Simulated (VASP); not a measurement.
# Lu (Fm-3m) in VASP: further runs, part 2 of 2

VASP 6.6.1. The steps go on from the part before.

## (3) Single point, r2SCAN

This run uses another cell than the first one, of 30.12 Å³/atom.

POSCAR

```
Lu
1.0
    0.0000000000      2.4695003927      2.4695003927
    2.4695003927      0.0000000000      2.4695003927
    2.4695003927      2.4695003927      0.0000000000
Lu
1
Direct
    0.0000000000      0.0000000000      0.0000000000
```

INCAR.step1

```
PREC = Accurate ; ENCUT = 520
ISMEAR = -1 ; SIGMA = 0.1
LREAL = F ; LASPH = T
NELM = 60 ; NBANDS = 18
GGA = PE ; ALGO = Normal
EDIFF = 1E-4 ; LWAVE = T
LCHARG = F
```

INCAR.step2

```
PREC = Accurate ; ENCUT = 520
EDIFF = 1E-6 ; ISMEAR = -1
SIGMA = 0.1 ; LREAL = F
LASPH = T ; NELM = 60
ALGO = Normal ; ISIF = 2
LWAVE = F ; LCHARG = F
METAGGA = R2SCAN ; LMIXTAU = T
NBANDS = 18 ; ISTART = 1
```

KPOINTS

```
regular mesh
0
Gamma
  12 12 12
```

Potentials or basis: VASP PAW PBE potentials, release 64 (Lu).

Launch:

```sh
cat potpaw_PBE.64/Lu/POTCAR > POTCAR
cp INCAR.step1 INCAR
mpirun -np 1 vasp_std > vasp.out
cp INCAR.step2 INCAR
mpirun -np 1 vasp_std > vasp.out
```

OUTCAR:

```text
PREC = Accurate
   ENCUT = 520
   EDIFF = 1E-6
   ISMEAR = -1
   LREAL = F
   LASPH = T
   NELM = 60
   ISIF = 2
   METAGGA = R2SCAN
   ISTART = 1

 ion  position               nearest neighbor table
   1  0.000  0.000  0.000-

  LATTYP: Found a face centered cubic cell.
 ALAT       =     4.9390007854

  Lattice vectors:

 A1 = (   0.0000000000,   2.4695003927,   2.4695003927)
 A2 = (   2.4695003927,   0.0000000000,   2.4695003927)
 A3 = (   2.4695003927,   2.4695003927,   0.0000000000)

Analysis of symmetry for initial positions (statically):
=====================================================================
 Subroutine PRICEL returns:
 Original cell was already a primitive cell.

 Routine SETGRP: Setting up the symmetry group for a
 face centered cubic supercell.

 Subroutine GETGRP returns: Found 48 space group operations
 (whereof 48 operations were pure point group operations)
 out of a pool of 48 trial point group operations.

The static configuration has the point symmetry O_h .

Analysis of symmetry for dynamics (positions and initial velocities):
=====================================================================
 Subroutine PRICEL returns:
 Original cell was already a primitive cell.

 Routine SETGRP: Setting up the symmetry group for a
 face centered cubic supercell.

 Subroutine GETGRP returns: Found 48 space group operations
 (whereof 48 operations were pure point group operations)
 out of a pool of 48 trial point group operations.

The dynamic configuration has the point symmetry O_h .

 Subroutine INISYM returns: Found 48 space group operations
 (whereof 48 operations are pure point group operations),
 and found     1 'primitive' translations

----------------------------------------------------------------------------------------

                                     Primitive cell

  volume of cell :      30.1202

  direct lattice vectors                    reciprocal lattice vectors
     0.000000000  2.469500393  2.469500393    -0.202470103  0.202470103  0.202470103
     2.469500393  0.000000000  2.469500393     0.202470103 -0.202470103  0.202470103
     2.469500393  2.469500393  0.000000000     0.202470103  0.202470103 -0.202470103

  length of vectors
     3.492400948  3.492400948  3.492400948     0.350688506  0.350688506  0.350688506

  position of ions in fractional coordinates (direct lattice)
     0.000000000  0.000000000  0.000000000

  ion indices of the primitive-cell ions
   primitive index   ion index
                 1           1

----------------------------------------------------------------------------------------

 KPOINTS: regular mesh

Automatic generation of k-mesh.
 Grid dimensions read from file:
 generate k-points for:   12   12   12

 Generating k-lattice:

  Cartesian coordinates                     Fractional coordinates (reciprocal lattice)
    -0.016872509  0.016872509  0.016872509     0.083333333  0.000000000  0.000000000
     0.016872509 -0.016872509  0.016872509     0.000000000  0.083333333  0.000000000
     0.016872509  0.016872509 -0.016872509     0.000000000  0.000000000  0.083333333

  Length of vectors
     0.029224042  0.029224042  0.029224042

  Shift w.r.t. Gamma in fractional coordinates (k-lattice)
     0.000000000  0.000000000  0.000000000

 Subroutine IBZKPT returns following result:
 ===========================================

 Found     72 irreducible k-points:

 Following reciprocal coordinates:
            Coordinates               Weight
  0.000000  0.000000  0.000000      1.000000
  0.083333  0.000000  0.000000      8.000000
  0.166667  0.000000  0.000000      8.000000
  0.250000  0.000000  0.000000      8.000000
  0.333333  0.000000  0.000000      8.000000
  0.416667  0.000000  0.000000      8.000000
[... 16 lines left out ...]
  0.500000  0.166667  0.000000     24.000000
 -0.416667  0.166667  0.000000     24.000000
 [... further k-points ...]
   k-points           NKPTS =     72   k-points in BZ     NKDIM =     72   number of bands    NBANDS=     18
   number of dos      NEDOS =    301   number of ions     NIONS =      1
   total plane-waves  NPLWV =  21952
   dimension x,y,z NGX =    28 NGY =   28 NGZ =   28
   dimension x,y,z NGXF=    56 NGYF=   56 NGZF=   56
   ions per type =               1
   NGX,Y,Z   is equivalent  to a cutoff of  13.33, 13.33, 13.33 a.u.
   NGXF,Y,Z  is equivalent  to a cutoff of  26.66, 26.66, 26.66 a.u.
 SYSTEM =  unknown system
   PREC   = accura    normal or accurate (medium, high low for compatibility)
   ISTART =      1    job   : 0-new  1-cont  2-samecut
   ICHARG =      0    charge: 1-file 2-atom 10-const
   ISPIN  =      1    spin polarized calculation?
   LNONCOLLINEAR =      F non collinear calculations
   LSORBIT =      F    spin-orbit coupling
   LASPH  =      T    aspherical Exc in radial PAW
   ENCUT  =  520.0 eV  38.22 Ry    6.18 a.u.   6.49  6.49  6.49*2*pi/ulx,y,z
   NELM   =     60;   NELMIN=  2; NELMDL=  0     # of ELM steps
   EDIFF  = 0.1E-05   stopping-criterion for ELM
   LREAL  =      F    real-space projection
   EDIFFG = 0.1E-04   stopping-criterion for IOM
   NSW    =      0    number of steps for IOM
   IBRION =     -1    ionic relax: 0-MD 1-quasi-New 2-CG
   NFREE  =      0    steps in history (QN), initial steepest desc. (CG)
   ISIF   =      2    stress and relaxation
   ISYM   =      2    0-nonsym 1-usesym 2-fastsym
   POTIM  = 0.5000    time-step for ionic-motion
   TEBEG  =    0.0;   TEEND  =   0.0 temperature during run
   PSTRESS=    0.0 pullay stress
   NELECT =      25.0000    total number of electrons
   NUPDOWN=      -1.0000    fix difference up-down
   EMIN   =  10.00;   EMAX   =-10.00  energy-range for DOS
   EFERMI =   0.00;   METHOD = LEGACY
   ISMEAR =    -1;   SIGMA  =   0.10  broadening in eV -4-tet -1-fermi 0-gaus
   EFERMI_NEDOS =   21; number of points for ismear=-14 and -15
   IALGO  =     38    algorithm
   IMIX   =      4    mixing-type and parameters
     AMIX     =   0.40;   BMIX     =  1.00
     AMIX_MAG =   1.60;   BMIX_MAG =  1.00
  volume/ion in A,a.u.               =      30.12       203.26
  Fermi-wavevector in a.u.,A,eV,Ry     =   1.538517  2.907376 32.205476  2.367036
  Thomas-Fermi vector in A             =   2.644875
   LORBIT       =      0    0 simple, 1 ext, 2 COOP (PROOUT), +10 PAW based schemes
   METAGGA = R2SCAN    functional components
   LHFCALC =     F    Hartree Fock is set to
   AEXX    =    0.0000 exact exchange contribution
   IVDW    =     0    specifies the selected vdW correction
   LEPSILON=     F    determine dielectric tensor
   LRPA    =     F    only Hartree local field effects (RPA)
 non-spin polarized calculation
  energy-cutoff  :      520.00
  volume of cell :       30.12
 maximum number of plane-waves:       869
 NGX is ok and might be reduce to    28
   NGX = 13   NGY = 13   NGZ = 13

 number of electron      24.9999996 magnetization

 Free energy of the ion-electron system (eV)
  ---------------------------------------------------
  ext. energy  EPLUGINS =         0.00000000
  ---------------------------------------------------
  free energy    TOTEN  =       -38.02507991 eV

  energy without entropy =      -37.97293206  energy(sigma->0) =      -37.99900598

 E-fermi :   2.0822     XC(G=0): -11.4356

 val. band max:        2.0724821994   @ k =   0.5000   0.0833   0.0000
 cond. band min:       2.0888578654   @ k =   0.5000   0.1667   0.0833
 fundamental gap:      0.0163756660
 Fermi energy:         2.0822134788

 k-point     1 :       0.0000    0.0000    0.0000
  band No.  band energies     occupation
      1     -55.9218      2.00000
      2     -25.6987      2.00000
      3     -25.6986      2.00000
      4     -25.6986      2.00000
      5      -4.1876      2.00000
      6      -3.1949      2.00000
[... 10 lines left out ...]
     17       6.9854      0.00000
     18      12.5987      0.00000

 k-point     2 :       0.0833    0.0000    0.0000
  band No.  band energies     occupation
      1     -55.9200      2.00000
      2     -25.7302      2.00000
      3     -25.7027      2.00000
      4     -25.7027      2.00000
      5      -3.9940      2.00000
      6      -3.1912      2.00000
[... 10 lines left out ...]
     17       6.8759      0.00000
     18      13.0538      0.00000
[... 442 lines left out ...]
 k-point    24 :      -0.4167    0.1667    0.0000
  band No.  band energies     occupation
      1     -55.8920      2.00000
      2     -26.1097      2.00000
      3     -25.8418      2.00000
      4     -25.7758      2.00000
      5      -3.1669      2.00000
      6      -3.1554      2.00000
[... 10 lines left out ...]
     17       8.9706      0.00000
     18      10.2218      0.00000

 [... further k-points ...]

------------------------ aborting loop because EDIFF is reached ----------------------------------------

  FORCE on cell =-STRESS in cart. coord.  units (eV):
  Direction    XX          YY          ZZ          XY          YZ          ZX
  --------------------------------------------------------------------------------------
  -------------------------------------------------------------------------------------
  Total       -0.1876220     -0.1876220     -0.1876220     -0.0000000     -0.0000000      0.0000000
  in kB       -9.9801509     -9.9801509     -9.9801509     -0.0000000     -0.0000000      0.0000000
  external PRESSURE =      -9.9801509 kB  Pullay stress =       0.0000000 kB

 VOLUME and BASIS-vectors are now :
 -----------------------------------------------------------------------------
  energy-cutoff  :      520.00
  volume of cell :       30.12
      direct lattice vectors                 reciprocal lattice vectors
     0.000000000  2.469500393  2.469500393    -0.202470103  0.202470103  0.202470103
     2.469500393  0.000000000  2.469500393     0.202470103 -0.202470103  0.202470103
     2.469500393  2.469500393  0.000000000     0.202470103  0.202470103 -0.202470103

 POSITION                                       TOTAL-FORCE (eV/Angst)
 -----------------------------------------------------------------------------------
      0.00000      0.00000      0.00000         0.000000      0.000000      0.000000
 -----------------------------------------------------------------------------------
    total drift:                               -0.000000     -0.000000     -0.000000

  FREE ENERGIE OF THE ION-ELECTRON SYSTEM (eV)
  ---------------------------------------------------
  free  energy   TOTEN  =       -38.0250799092 eV

  energy  without entropy=      -37.9729320568  energy(sigma->0) =      -37.99900598
```

OSZICAR.step1:

```text
N       E                     dE             d eps       ncg     rms          rms(c)
DAV:   1     0.835230206721E+02    0.83523E+02   -0.10191E+04  3184   0.460E+03
DAV:   2     0.153058054454E+01   -0.81992E+02   -0.80323E+02  2702   0.357E+02
DAV:   3    -0.438696658888E+01   -0.59175E+01   -0.58732E+01  3022   0.731E+01
DAV:   4    -0.457879112596E+01   -0.19182E+00   -0.19084E+00  3658   0.108E+01
DAV:   5    -0.458251539060E+01   -0.37243E-02   -0.37230E-02  3094   0.132E+00    0.343E+00
DAV:   6    -0.451959712907E+01    0.62918E-01   -0.17686E-01  4166   0.643E+00    0.162E+00
DAV:   7    -0.450212851679E+01    0.17469E-01   -0.33541E-02  3398   0.142E+00    0.308E-01
DAV:   8    -0.450063165953E+01    0.14969E-02   -0.42476E-03  4120   0.714E-01    0.935E-02
DAV:   9    -0.450077006890E+01   -0.13841E-03   -0.43982E-04  3108   0.256E-01    0.453E-02
DAV:  10    -0.450076947654E+01    0.59237E-06   -0.61485E-05  1894   0.760E-02
   1 F= -.45007695E+01 E0= -.44737741E+01  d E =-.539908E-01
```

It took 73 s on 1 thread of Intel Xeon 6975P-C (Granite Rapids), shared host; peak memory 0.2 GiB.

What came out:

```yaml
Free_energy: -38.0251 eV
Pressure: -1.0 GPa
Band_gap_on_the_k_mesh: zero (an odd number of electrons rules out a gap without spin polarisation)
```

Levels at points of the mesh, in eV from the Fermi level:
```
           k point  band 10  band 11  band 12  band 13  band 14  band 15
(0.00, 0.00, 0.00)    -5.16    -5.16    -5.16     2.49     2.49     2.49
(0.50, 0.00, 0.00)    -5.17    -5.15    -2.56     0.07     2.27     2.27
(0.50, 0.50, 0.00)    -5.19    -5.18    -1.98    -0.69     1.73     6.63
```

Caveat: the PAW data sets were made with another functional, which shifts forces and pressure a little; spin-orbit coupling is left out, which moves the levels of the heavy elements.

## (4) Single point, r2SCAN

This run uses another cell than the first one, of 30.12 Å³/atom.

POSCAR is that of step 3.

INCAR.step1

```
SYSTEM = Lu
PREC = Accurate
ENCUT = 520
ISMEAR = -1
SIGMA = 0.1
LREAL = .False.
LASPH = .True.
NELM = 100
NBANDS = 18
GGA = PE
ALGO = Normal
EDIFF = 1E-4
LWAVE = .True.
LCHARG = .False.
```

INCAR.step2

```
SYSTEM = Lu
PREC = Accurate
ENCUT = 520
EDIFF = 1E-6
ISMEAR = -1
SIGMA = 0.1
LREAL = .False.
LASPH = .True.
NELM = 100
ALGO = Normal
ISIF = 2
LWAVE = .False.
LCHARG = .True.
METAGGA = R2SCAN
LMIXTAU = .True.
LELF = .True.
LVHAR = .True.
NBANDS = 18
ISTART = 1
```

KPOINTS

```
regular mesh
0
Gamma
  12 12 12
  0 0 0
```

Potentials or basis: VASP PAW PBE potentials, release 64 (Lu).

Launch:

```sh
cat potpaw_PBE.64/Lu/POTCAR > POTCAR
cp INCAR.step1 INCAR
mpirun -np 1 vasp_std > vasp.out
cp INCAR.step2 INCAR
mpirun -np 1 vasp_std > vasp.out
```

OUTCAR:

```text
SYSTEM = Lu
   PREC = Accurate
   ENCUT = 520
   EDIFF = 1E-6
   ISMEAR = -1
   LREAL = .False.
   LASPH = .True.
   NELM = 100
   ISIF = 2
   METAGGA = R2SCAN
   ISTART = 1

 ion  position               nearest neighbor table
   1  0.000  0.000  0.000-

  LATTYP: Found a face centered cubic cell.
 ALAT       =     4.9390007854

  Lattice vectors:

 A1 = (   0.0000000000,   2.4695003927,   2.4695003927)
 A2 = (   2.4695003927,   0.0000000000,   2.4695003927)
 A3 = (   2.4695003927,   2.4695003927,   0.0000000000)

Analysis of symmetry for initial positions (statically):
=====================================================================
 Subroutine PRICEL returns:
 Original cell was already a primitive cell.

 Routine SETGRP: Setting up the symmetry group for a
 face centered cubic supercell.

 Subroutine GETGRP returns: Found 48 space group operations
 (whereof 48 operations were pure point group operations)
 out of a pool of 48 trial point group operations.

The static configuration has the point symmetry O_h .
[... 153 lines left out ...]
  ext. energy  EPLUGINS =         0.00000000
  ---------------------------------------------------
  free energy    TOTEN  =       -38.02507991 eV

  energy without entropy =      -37.97293206  energy(sigma->0) =      -37.99900598

 E-fermi :   2.0822     XC(G=0): -11.4356

 val. band max:        2.0724821994   @ k =   0.5000   0.0833   0.0000
 cond. band min:       2.0888578654   @ k =   0.5000   0.1667   0.0833
 fundamental gap:      0.0163756660
 Fermi energy:         2.0822134788

 k-point     1 :       0.0000    0.0000    0.0000
  band No.  band energies     occupation
      1     -55.9218      2.00000
      2     -25.6987      2.00000
      3     -25.6986      2.00000
      4     -25.6986      2.00000
      5      -4.1876      2.00000
      6      -3.1949      2.00000
[... 481 lines left out ...]
      5      -3.1669      2.00000
      6      -3.1554      2.00000
[... 10 lines left out ...]
     17       8.9706      0.00000
     18      10.2218      0.00000

 [... further k-points ...]

------------------------ aborting loop because EDIFF is reached ----------------------------------------

  FORCE on cell =-STRESS in cart. coord.  units (eV):
  Direction    XX          YY          ZZ          XY          YZ          ZX
  --------------------------------------------------------------------------------------
  -------------------------------------------------------------------------------------
  Total       -0.1876220     -0.1876220     -0.1876220     -0.0000000     -0.0000000      0.0000000
  in kB       -9.9801509     -9.9801509     -9.9801509     -0.0000000     -0.0000000      0.0000000
  external PRESSURE =      -9.9801509 kB  Pullay stress =       0.0000000 kB

 VOLUME and BASIS-vectors are now :
 -----------------------------------------------------------------------------
  energy-cutoff  :      520.00
  volume of cell :       30.12
      direct lattice vectors                 reciprocal lattice vectors
     0.000000000  2.469500393  2.469500393    -0.202470103  0.202470103  0.202470103
     2.469500393  0.000000000  2.469500393     0.202470103 -0.202470103  0.202470103
     2.469500393  2.469500393  0.000000000     0.202470103  0.202470103 -0.202470103

 POSITION                                       TOTAL-FORCE (eV/Angst)
 -----------------------------------------------------------------------------------
      0.00000      0.00000      0.00000         0.000000      0.000000      0.000000
 -----------------------------------------------------------------------------------
    total drift:                               -0.000000     -0.000000     -0.000000

  FREE ENERGIE OF THE ION-ELECTRON SYSTEM (eV)
  ---------------------------------------------------
  free  energy   TOTEN  =       -38.0250799092 eV

  energy  without entropy=      -37.9729320568  energy(sigma->0) =      -37.99900598
```

OUTCAR.step1:

```text
SYSTEM = Lu
   PREC = Accurate
   ENCUT = 520
   ISMEAR = -1
   LREAL = .False.
   LASPH = .True.
[... 721 lines left out ...]
 -----------------------------------------------------------------------------------
      0.00000      0.00000      0.00000         0.000000     -0.000000      0.000000
 -----------------------------------------------------------------------------------
    total drift:                               -0.000000     -0.000000     -0.000000

  FREE ENERGIE OF THE ION-ELECTRON SYSTEM (eV)
  ---------------------------------------------------
  free  energy   TOTEN  =        -4.5007694765 eV

  energy  without entropy=       -4.4467786437  energy(sigma->0) =       -4.47377406
```

OSZICAR.step1:

```text
N       E                     dE             d eps       ncg     rms          rms(c)
DAV:   1     0.835230206721E+02    0.83523E+02   -0.10191E+04  3184   0.460E+03
DAV:   2     0.153058054454E+01   -0.81992E+02   -0.80323E+02  2702   0.357E+02
DAV:   3    -0.438696658888E+01   -0.59175E+01   -0.58732E+01  3022   0.731E+01
DAV:   4    -0.457879112596E+01   -0.19182E+00   -0.19084E+00  3658   0.108E+01
DAV:   5    -0.458251539060E+01   -0.37243E-02   -0.37230E-02  3094   0.132E+00    0.343E+00
DAV:   6    -0.451959712907E+01    0.62918E-01   -0.17686E-01  4166   0.643E+00    0.162E+00
DAV:   7    -0.450212851679E+01    0.17469E-01   -0.33541E-02  3398   0.142E+00    0.308E-01
DAV:   8    -0.450063165953E+01    0.14969E-02   -0.42476E-03  4120   0.714E-01    0.935E-02
DAV:   9    -0.450077006890E+01   -0.13841E-03   -0.43982E-04  3108   0.256E-01    0.453E-02
DAV:  10    -0.450076947654E+01    0.59237E-06   -0.61485E-05  1894   0.760E-02
   1 F= -.45007695E+01 E0= -.44737741E+01  d E =-.539908E-01
```

It took 78 s on 1 thread of Intel Xeon 6975P-C (Granite Rapids), shared host; peak memory 0.2 GiB.

What came out:

```
Free energy            : -38.0251 eV
Pressure               : -1.0 GPa
Band gap on the k mesh : zero (an odd number of electrons rules out a gap without spin polarisation)
```

Levels at points of the mesh, in eV from the Fermi level:
| k point | band 9 | band 10 | band 11 | band 12 | band 13 | band 14 | band 15 | band 16 |
| --- | --- | --- | --- | --- | --- | --- | --- | --- |
| (0.00, 0.00, 0.00) | -5.23 | -5.16 | -5.16 | -5.16 | 2.49 | 2.49 | 2.49 | 4.90 |
| (0.50, 0.00, 0.00) | -5.17 | -5.17 | -5.15 | -2.56 | 0.07 | 2.27 | 2.27 | 6.59 |
| (0.50, 0.50, 0.00) | -5.19 | -5.19 | -5.18 | -1.98 | -0.69 | 1.73 | 6.63 | 7.07 |

Caveat: the PAW data sets were made with another functional, which shifts forces and pressure a little; spin-orbit coupling is left out, which moves the levels of the heavy elements.

The gap in the log of VASP goes by the Fermi energy; the results here count the filled bands.